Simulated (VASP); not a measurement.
# Ga3O2 (P4/mmm) in VASP: notebook

Runs on Ga3O2. Level: PBE. Tasks: single point.

All numbers are computed with VASP 6.6.1; they aren't measurements. Logs are shortened: lines on timing, memory, paths and dates and some standing lists are left out, and cuts for length are marked.

### Step 1. The cell of the first run

The structure is tetragonal, space group P4/mmm (No. 123). Conventional cell: a = 3.571 Å, b = 3.571 Å, c = 8.050 Å, α = 90.00°, β = 90.00°, γ = 90.00°. Within 2.4 Å of Ga (site symmetry 4mm) lie 1 O at 1.82 Å. Within 3.9 Å of Ga (site symmetry 4/mmm) lie 12 Ga at 2.95 to 3.57 Å. Within 1.8 Å of O (site symmetry 4mm) lie 1 O at 1.37 Å.

### Step 2. Single point, PBE

The input, INCAR:

```
  PREC = Accurate
  ENCUT = 520
  EDIFF = 1E-6
  ISMEAR = 0
  SIGMA = 0.1
  LREAL = F
  LASPH = T
  NELM = 100
  ALGO = Normal
  ISIF = 2
  LWAVE = F
  LCHARG = F
  GGA = PE
  NBANDS = 34
```

The input, KPOINTS:

```
Automatic mesh
0
Gamma
  10 10 6
```

The input, POSCAR:

```
Ga3O2
1.0
    3.5709388395      0.0000000000      0.0000000000
    0.0000000000      3.5709388395      0.0000000000
    0.0000000000      0.0000000000      8.0503891813
Ga O
3 2
Direct
    0.0000000000      0.0000000000      0.6889907050
    0.0000000000      0.0000000000      0.3110092950
    0.5000000000      0.5000000000      0.5000000000
    0.0000000000      0.0000000000      0.0851877294
    0.0000000000      0.0000000000      0.9148122706
```

Potentials or basis: VASP PAW PBE potentials, release 64 (Ga_d, O).

Launch:

```
cat potpaw_PBE.64/Ga_d/POTCAR potpaw_PBE.64/O/POTCAR > POTCAR
mpirun -np 1 vasp_std > vasp.out
```

OUTCAR:

```text
PREC = Accurate
   ENCUT = 520
   EDIFF = 1E-6
   ISMEAR = 0
   LREAL = F
   LASPH = T
   NELM = 100
   ISIF = 2
   GGA = PE

 ion  position               nearest neighbor table
   1  0.000  0.000  0.689-   5 1.82
   2  0.000  0.000  0.311-   4 1.82
   3  0.500  0.500  0.500-
   4  0.000  0.000  0.085-   5 1.37   2 1.82
   5  0.000  0.000  0.915-   4 1.37   1 1.82

  LATTYP: Found a simple tetragonal cell.
 ALAT       =     3.5709388395
 C/A-ratio  =     2.2544181077

  Lattice vectors:

 A1 = (   3.5709388395,   0.0000000000,   0.0000000000)
 A2 = (   0.0000000000,   3.5709388395,   0.0000000000)
 A3 = (   0.0000000000,   0.0000000000,   8.0503891813)

Analysis of symmetry for initial positions (statically):
=====================================================================
 Subroutine PRICEL returns:
 Original cell was already a primitive cell.

 Routine SETGRP: Setting up the symmetry group for a
 simple tetragonal supercell.

 Subroutine GETGRP returns: Found 16 space group operations
 (whereof 16 operations were pure point group operations)
 out of a pool of 16 trial point group operations.

The static configuration has the point symmetry D_4h.

Analysis of symmetry for dynamics (positions and initial velocities):
=====================================================================
 Subroutine PRICEL returns:
 Original cell was already a primitive cell.

 Routine SETGRP: Setting up the symmetry group for a
 simple tetragonal supercell.

 Subroutine GETGRP returns: Found 16 space group operations
 (whereof 16 operations were pure point group operations)
 out of a pool of 16 trial point group operations.

The dynamic configuration has the point symmetry D_4h.

 Subroutine INISYM returns: Found 16 space group operations
 (whereof 16 operations are pure point group operations),
 and found     1 'primitive' translations

----------------------------------------------------------------------------------------

                                     Primitive cell

  volume of cell :     102.6554

  direct lattice vectors                    reciprocal lattice vectors
     3.570938840  0.000000000  0.000000000     0.280038400  0.000000000  0.000000000
     0.000000000  3.570938840  0.000000000     0.000000000  0.280038400  0.000000000
[... 85 lines left out ...]
   ISPIN  =      1    spin polarized calculation?
   LNONCOLLINEAR =      F non collinear calculations
   LSORBIT =      F    spin-orbit coupling
   LASPH  =      T    aspherical Exc in radial PAW
   ENCUT  =  520.0 eV  38.22 Ry    6.18 a.u.   6.64  6.64 14.97*2*pi/ulx,y,z
   NELM   =    100;   NELMIN=  2; NELMDL= -5     # of ELM steps
   EDIFF  = 0.1E-05   stopping-criterion for ELM
   LREAL  =      F    real-space projection
   EDIFFG = 0.1E-04   stopping-criterion for IOM
   NSW    =      0    number of steps for IOM
   IBRION =     -1    ionic relax: 0-MD 1-quasi-New 2-CG
   NFREE  =      0    steps in history (QN), initial steepest desc. (CG)
   ISIF   =      2    stress and relaxation
   ISYM   =      2    0-nonsym 1-usesym 2-fastsym
   POTIM  = 0.5000    time-step for ionic-motion
   TEBEG  =    0.0;   TEEND  =   0.0 temperature during run
   PSTRESS=    0.0 pullay stress
   NELECT =      51.0000    total number of electrons
   NUPDOWN=      -1.0000    fix difference up-down
   EMIN   =  10.00;   EMAX   =-10.00  energy-range for DOS
   EFERMI =   0.00;   METHOD = LEGACY
   ISMEAR =     0;   SIGMA  =   0.10  broadening in eV -4-tet -1-fermi 0-gaus
   EFERMI_NEDOS =   21; number of points for ismear=-14 and -15
   IALGO  =     38    algorithm
   IMIX   =      4    mixing-type and parameters
     AMIX     =   0.40;   BMIX     =  1.00
     AMIX_MAG =   1.60;   BMIX_MAG =  1.00
  volume/ion in A,a.u.               =      20.53       138.55
  Fermi-wavevector in a.u.,A,eV,Ry     =   1.296595  2.450209 22.873549  1.681158
  Thomas-Fermi vector in A             =   2.428041
   LORBIT       =      0    0 simple, 1 ext, 2 COOP (PROOUT), +10 PAW based schemes
   GGA     = PE    functional components
   LHFCALC =     F    Hartree Fock is set to
   AEXX    =    0.0000 exact exchange contribution
   IVDW    =     0    specifies the selected vdW correction
   LEPSILON=     F    determine dielectric tensor
   LRPA    =     F    only Hartree local field effects (RPA)
 non-spin polarized calculation
 Gauss-broadening in eV      SIGMA  =   0.10
  energy-cutoff  :      520.00
  volume of cell :      102.66
 maximum number of plane-waves:      2806
 NGX is ok and might be reduce to    28
   NGX = 13   NGY = 13   NGZ = 29

 number of electron      51.0000044 magnetization

 Free energy of the ion-electron system (eV)
  ---------------------------------------------------
  ext. energy  EPLUGINS =         0.00000000
  ---------------------------------------------------
  free energy    TOTEN  =       -18.20753863 eV

  energy without entropy =      -18.20010637  energy(sigma->0) =      -18.20382250

 E-fermi :   1.7794     XC(G=0):  -8.9010

 val. band max:        1.7577892111   @ k =   0.5000   0.0000   0.1667
 cond. band min:       1.8002702948   @ k =   0.5000   0.1000   0.1667
 fundamental gap:      0.0424810837
 Fermi energy:         1.7794138152

 k-point     1 :       0.0000    0.0000    0.0000
  band No.  band energies     occupation
      1     -20.8853      2.00000
      2     -14.7736      2.00000
      3     -13.1314      2.00000
      4     -13.1064      2.00000
      5     -13.0688      2.00000
      6     -13.0478      2.00000
[... 877 lines left out ...]
     33       9.4279      0.00000
     34       9.9263      0.00000

 [... further k-points ...]
[... 5 lines left out ...]
  --------------------------------------------------------------------------------------
  -------------------------------------------------------------------------------------
  Total       -0.0284626     -0.0284626      0.4358548      0.0000000     -0.0000000      0.0000000
  in kB       -0.4442261     -0.4442261      6.8025341      0.0000000     -0.0000000      0.0000000
  external PRESSURE =       1.9713606 kB  Pullay stress =       0.0000000 kB

 VOLUME and BASIS-vectors are now :
 -----------------------------------------------------------------------------
  energy-cutoff  :      520.00
  volume of cell :      102.66
      direct lattice vectors                 reciprocal lattice vectors
     3.570938840  0.000000000  0.000000000     0.280038400  0.000000000  0.000000000
     0.000000000  3.570938840  0.000000000     0.000000000  0.280038400  0.000000000
     0.000000000  0.000000000  8.050389181     0.000000000  0.000000000  0.124217597

 POSITION                                       TOTAL-FORCE (eV/Angst)
 -----------------------------------------------------------------------------------
      0.00000      0.00000      5.54664         0.000000     -0.000000     -0.033953
      0.00000      0.00000      2.50375        -0.000000      0.000000      0.033953
      1.78547      1.78547      4.02519        -0.000000      0.000000      0.000000
      0.00000      0.00000      0.68579         0.000000      0.000000      0.210404
      0.00000      0.00000      7.36459        -0.000000      0.000000     -0.210404
 -----------------------------------------------------------------------------------
    total drift:                               -0.000000      0.000000      0.000000

  FREE ENERGIE OF THE ION-ELECTRON SYSTEM (eV)
  ---------------------------------------------------
  free  energy   TOTEN  =       -18.2075386303 eV

  energy  without entropy=      -18.2001063715  energy(sigma->0) =      -18.20382250
```

Wall time 2.2 min (1 thread of Intel Xeon 6975P-C (Granite Rapids), shared host); peak memory 0.36 GiB.

What came out:

- Free energy: -18.2075 eV
- Pressure: 0.2 GPa
- Largest force: 0.210 eV/Å

Forces on the atoms (eV/Å):
```
Ga   0.000  0.000 -0.034
Ga   0.000  0.000  0.034
Ga   0.000  0.000  0.000
O    0.000  0.000  0.210
O    0.000  0.000 -0.210
```

Stress tensor (GPa, compression positive):
```
-0.04  0.00  0.00
 0.00 -0.04  0.00
 0.00  0.00  0.68
```

Levels at points of the mesh, in eV from the Fermi level:
| k point | band 21 | band 22 | band 23 | band 24 | band 25 | band 26 | band 27 | band 28 | band 29 | band 30 |
| --- | --- | --- | --- | --- | --- | --- | --- | --- | --- | --- |
| (0.00, 0.00, 0.00) | -4.58 | -4.58 | -0.46 | -0.46 | 0.96 | 1.97 | 1.97 | 3.19 | 3.51 | 5.93 |
| (0.50, 0.00, 0.00) | -5.01 | -4.51 | -3.01 | -2.35 | -0.37 | 0.19 | 3.76 | 4.18 | 4.78 | 4.88 |
| (0.50, 0.50, 0.00) | -3.89 | -3.45 | -2.33 | -2.33 | -1.53 | -1.32 | -1.32 | 1.98 | 2.14 | 2.14 |
| (0.00, 0.00, 0.50) | -4.57 | -3.93 | -0.54 | -0.54 | -0.46 | 2.19 | 2.19 | 2.91 | 5.24 | 5.60 |
| (0.50, 0.00, 0.50) | -5.30 | -4.51 | -1.77 | -1.28 | -1.03 | -0.39 | 1.62 | 4.42 | 4.89 | 5.30 |
| (0.50, 0.50, 0.50) | -3.98 | -3.89 | -2.80 | -2.80 | -0.44 | -0.44 | -0.17 | 1.41 | 1.41 | 1.95 |

Caveat: an odd number of electrons without spin polarisation forces a metal; a magnetic or distorted state may lie lower.

### Step 3. Single point, PBE, collinear spin, ferromagnetic start

This run uses another cell than the first one, of 17.94 Å³/atom, 0.874 times its volume.

The input, INCAR:

```
SYSTEM = Ga3O2
PREC     = Accurate       ! precision mode
ENCUT    = 520            ! plane-wave cutoff, eV
EDIFF    = 1E-6           ! SCF threshold, eV
ISMEAR   = 0              ! smearing method
SIGMA    = 0.1            ! smearing width, eV
LREAL    = .False.        ! projectors in reciprocal space
LASPH    = .True.         ! aspherical terms in the spheres
NELM     = 150            ! most SCF steps
ALGO     = Normal         ! electronic algorithm
ISIF     = 2              ! what is computed and relaxed
LWAVE    = .False.        ! write WAVECAR
LCHARG   = .True.         ! write CHGCAR
ISPIN    = 2              ! spin polarisation
MAGMOM   = 0 0 0 1 1      ! initial moments
LORBIT   = 11             ! projections on sites
GGA      = PE             ! functional
LELF     = .True.         ! ELF
LVHAR    = .True.       
NBANDS   = 38             ! bands
```

The input, KPOINTS:

```
regular mesh
0
Gamma
  4 4 4
  0 0 0
```

The input, POSCAR:

```
Ga3O2
1.0
    3.8656899400      0.0000000000      0.0000000000
    0.0000000000      3.8656899400      0.0000000000
    0.0000000000      0.0000000000      6.0035560100
Ga O
3 2
Direct
    0.0000000000      0.0000000000      0.6474508500
    0.0000000000      0.0000000000      0.3525491500
    0.5000000000      0.5000000000      0.5000000000
    0.0000000000      0.0000000000      0.1250947700
    0.0000000000      0.0000000000      0.8749052300
```

Potentials or basis: VASP PAW PBE potentials, release 64 (Ga_d, O).

Launch:

```
cat potpaw_PBE.64/Ga_d/POTCAR potpaw_PBE.64/O/POTCAR > POTCAR
mpirun -np 1 vasp_std > vasp.out
```

Wall time 68 s (1 thread of Intel Xeon 6975P-C (Granite Rapids), shared host); peak memory 0.27 GiB.

Results (log left out):

- Free energy: -5.3009 eV
- Pressure: 71.0 GPa
- Largest force: 25.539 eV/Å
- Net moment: 0.00 μB per cell
- Valence electrons inside the program's atomic spheres: Ga 13.20, 11.57; O 5.22

Forces in eV/Å, atoms in the order of the input:
```
Ga    0.000   0.000  -9.422
Ga    0.000   0.000   9.422
Ga    0.000   0.000   0.000
O     0.000   0.000 -25.539
O     0.000   0.000  25.539
```

Stress tensor (GPa, compression positive):
```
  2.73   0.00   0.00
  0.00   2.73   0.00
  0.00   0.00 207.60
```

Levels at points of the mesh, in eV from the Fermi level:
Spin up:
```
           k point  band 23  band 24  band 25  band 26  band 27  band 28
(0.00, 0.00, 0.00)    -3.10    -1.92    -1.46    -0.02    -0.02     2.08
(0.50, 0.00, 0.00)    -3.80    -3.05    -0.53     1.12     2.17     2.95
(0.50, 0.50, 0.00)    -3.50    -3.50    -2.78    -2.78    -0.10     1.99
(0.00, 0.00, 0.50)    -3.96    -1.51    -0.59     0.68     0.68     1.51
(0.50, 0.00, 0.50)    -3.69    -2.80     0.45     1.51     2.84     2.98
(0.50, 0.50, 0.50)    -5.34    -4.68    -1.32    -1.32     1.57     1.59
```
Spin down:
| k point | band 21 | band 22 | band 23 | band 24 | band 25 | band 26 | band 27 | band 28 | band 29 | band 30 |
| --- | --- | --- | --- | --- | --- | --- | --- | --- | --- | --- |
| (0.00, 0.00, 0.00) | -6.19 | -3.10 | -3.10 | -1.92 | -1.46 | -0.02 | -0.02 | 2.08 | 3.91 | 4.37 |
| (0.50, 0.00, 0.00) | -6.08 | -5.11 | -3.80 | -3.05 | -0.53 | 1.12 | 2.17 | 2.95 | 3.13 | 3.85 |
| (0.50, 0.50, 0.00) | -6.41 | -4.71 | -3.50 | -3.50 | -2.78 | -2.78 | -0.10 | 1.99 | 4.56 | 4.56 |
| (0.00, 0.00, 0.50) | -5.77 | -3.96 | -3.96 | -1.51 | -0.59 | 0.68 | 0.68 | 1.51 | 4.50 | 6.20 |
| (0.50, 0.00, 0.50) | -6.32 | -5.73 | -3.69 | -2.80 | 0.45 | 1.51 | 2.84 | 2.98 | 3.25 | 3.27 |
| (0.50, 0.50, 0.50) | -6.15 | -5.34 | -5.34 | -4.68 | -1.32 | -1.32 | 1.57 | 1.59 | 3.89 | 3.89 |

Caveat: the k points lie up to 0.41 Å⁻¹ apart; forces of over 1 eV/Å act on the atoms, so gaps and moduli don't describe the material at rest.
